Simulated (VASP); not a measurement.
**CdSe (zincblende type): single point with LDA**

Crystal: CdSe (zincblende type).

```
Cd Se
1.0
     0.00000    2.30229    2.30229
     2.30229    0.00000    2.30229
     2.30229    2.30229    0.00000
Cd Se
1 1
Cartesian
  0.0000 0.0000 0.0000
  1.1511 1.1511 1.1511
```

This cell differs from its parent crystal: volume scaled by 0.45.

```
Program                : VASP 6.6.1
Task                   : single point
Functional             : LDA
Potentials or basis    : VASP PAW LDA potentials, release 64 (Cd, Se)
Cutoff                 : 520 eV
k mesh                 : 12 × 12 × 12
Occupations            : fermi-dirac, width 0.05 eV
Spin                   : no spin polarisation
Dipole correction      : no
Further INCAR settings : ALGO = Normal; EDIFF = 1e-07; NBANDS = 16
```

| Quantity | Value |
| --- | --- |
| Pressure | 308.8 GPa |
| Band gap on the k mesh | 0.55 eV, indirect (least direct gap 1.07 eV) |

Levels at points of the mesh, in eV from the valence-band top:
| k point | band 6 | band 7 | band 8 | band 9 | band 10 | band 11 | band 12 | band 13 |
| --- | --- | --- | --- | --- | --- | --- | --- | --- |
| (0.00, 0.00, 0.00) | -14.01 | 0.00 | 0.00 | 0.00 | 1.07 | 4.21 | 4.21 | 4.21 |
| (0.50, 0.00, 0.00) | -13.47 | -11.94 | -3.09 | -3.09 | 1.63 | 5.04 | 5.04 | 7.30 |
| (0.50, 0.50, 0.00) | -12.55 | -9.77 | -7.17 | -7.17 | 0.55 | 1.75 | 12.05 | 14.90 |

Wall time 7.7 s on 1 thread of Intel(R) Xeon(R) 6975P-C (Granite Rapids), with other jobs on the host, peak memory 0.14 GiB.

 A k mesh can miss the band edges.
